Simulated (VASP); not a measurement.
Input of a VASP 6.6.1 run:

The input INCAR:

```
  ALGO = Normal
  EDIFF = 1E-6
  ENCUT = 520
  GGA = PE
  ISIF = 2
  ISMEAR = 0
  LASPH = T
  LCHARG = F
  LREAL = F
  LWAVE = F
  NBANDS = 36
  NELM = 100
  PREC = Accurate
  SIGMA = 0.05
```

Contents of KPOINTS:

```
k-points
0
Gamma
  10 10 2
```

The input POSCAR:

```
C
1.0
    1.7834000000     -1.7834000000      0.0000000000
    1.7834000000      0.0000000000     -1.7834000000
   10.4032855600      5.4987572200      5.4987572200
C
12
Direct
    0.4183631933      0.4183631933      0.2708666667
   -0.0955201400     -0.0955201400      0.1042000000
   -0.0677534733     -0.0677534733      0.4375333333
   -0.0399868067     -0.0399868067      0.7708666667
    0.4461298600      0.4461298600      0.6042000000
   -0.5261034733     -0.5261034733      0.9375333333
    0.3037756933      0.3037756933      0.3958666667
    0.7898923600      0.7898923600      0.2292000000
   -0.1823409733     -0.1823409733      0.5625333333
   -0.1545743067     -0.1545743067      0.8958666667
   -0.6684576400     -0.6684576400      0.7292000000
    0.2760090267      0.2760090267      0.0625333333
```

Potentials or basis: VASP PAW PBE potentials, release 64 (C).

The run is started by

```bash
$ cat potpaw_PBE.64/C/POTCAR > POTCAR
$ mpirun -np 1 vasp_std > vasp.out
```

**Question.** What does it give for the pressure?

**Answer.** 2.4 GPa.

**Question.** What does it give for the largest force?

**Answer.** 2.654 eV/Å.

**Question.** What does it give for the band gap on the k mesh?

**Answer.** 3.22 eV (least direct gap 5.14 eV).

Forces on the atoms (eV/Å):
```
C   -0.010  0.003  0.003
C   -0.067  0.114  0.114
C   -0.004  0.001  0.001
C   -0.246  0.082  0.082
C   -0.024  0.009  0.009
C   -2.176  1.074  1.074
C    0.024 -0.009 -0.009
C    0.246 -0.082 -0.082
C    0.004 -0.001 -0.001
C    0.067 -0.114 -0.114
C    0.010 -0.003 -0.003
C    2.176 -1.074 -1.074
```

Caveat: forces of over 1 eV/Å act on the atoms, so gaps and moduli don't describe the material at rest. A k mesh can miss the band edges.
